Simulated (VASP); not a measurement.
Runs of VASP 6.6.1 on Hg. The structure is that of space group I4_1/amd (No. 141), or close to it. The cells are those of the table. 

```csv
level,spin,cell,k mesh,smearing,gap on the mesh (eV),pressure (GPa)
PBEsol,"non-collinear, zero start, SOC","a = 4.432 Å, angles 97.2, 97.2, 138.4°, 2 atoms",8 × 8 × 8,gaussian 0.05 eV,-,(c)
PBE,off,"a = 4.490 Å, angles 97.2, 97.2, 138.4°, 2 atoms",10 × 10 × 10,fermi-dirac 0.05 eV,none,0.7
PBE,off,"a = 4.432 Å, angles 97.2, 97.2, 138.4°, 2 atoms",10 × 10 × 10,fermi-dirac 0.05 eV,none,1.9
PBE,off,"a = 4.341 Å, angles 97.2, 97.2, 138.4°, 2 atoms",10 × 10 × 10,fermi-dirac 0.05 eV,none,(b)
PBE,off,"a = 4.402 Å, angles 97.2, 97.2, 138.4°, 2 atoms",10 × 10 × 10,fermi-dirac 0.05 eV,none,2.3
PBE,off,"a = 4.372 Å, angles 97.2, 97.2, 138.4°, 2 atoms",10 × 10 × 10,fermi-dirac 0.05 eV,none,3.1
PBE,off,"a = 4.461 Å, angles 97.2, 97.2, 138.4°, 2 atoms",10 × 10 × 10,fermi-dirac 0.05 eV,none,1.2
PBE,off,"a = 4.519 Å, angles 97.2, 97.2, 138.4°, 2 atoms",10 × 10 × 10,fermi-dirac 0.05 eV,none,(a)
```

Alike in all rows: task single point; potentials or basis VASP PAW PBE potentials, release 64 (Hg); cutoff (eV) 520.

Task: Estimate the missing entries.

Result: (a) 0.3; (b) 4.0; (c) -3.1.

Caveats: spin-orbit coupling is left out, which moves the levels of the heavy elements (some runs); the PAW data sets were made with another functional, which shifts forces and pressure a little (some runs).

A k mesh can miss the band edges, and rows without SOC leave out spin-orbit coupling on Hg.

A gap of «none» marks levels without a gap at the run's occupations.
